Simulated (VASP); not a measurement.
Runs of VASP 6.6.1 on Yb. It takes space group Fm-3m (No. 225, cubic). The conventional cell has a = 5.219 Å, b = 5.219 Å, c = 5.219 Å, α = 90.00°, β = 90.00°, γ = 90.00°. Yb (site symmetry m-3m) has 12 Yb at 3.69 Å within 4.8 Å. 

```csv
k mesh,smearing,gap on the mesh (eV),pressure (GPa)
8 × 8 × 8,fermi-dirac 0.1 eV,-,-0.2
10 × 10 × 10,fermi-dirac 0.3 eV,none,0.1
6 × 6 × 6,fermi-dirac 0.1 eV,-,-0.2
10 × 10 × 10,fermi-dirac 0.2 eV,none,(b)
10 × 10 × 10,fermi-dirac 0.1 eV,-,-0.3
10 × 10 × 10,fermi-dirac 0.03 eV,0.02,(a)
```

Alike in all rows: task single point; level r2SCAN; potentials or basis VASP PAW PBE potentials, release 64 (Yb); no spin polarisation; cell as given; cutoff (eV) 520.

Q: Fill in the values left out.

A: (a) -0.5; (b) 0.2.

Caveats: the PAW data sets were made with another functional, which shifts forces and pressure a little; spin-orbit coupling is left out, which moves the levels of the heavy elements.

A k mesh can miss the band edges, and the runs leave out spin-orbit coupling on Yb.

A gap of «none» marks levels without a gap at the run's occupations.
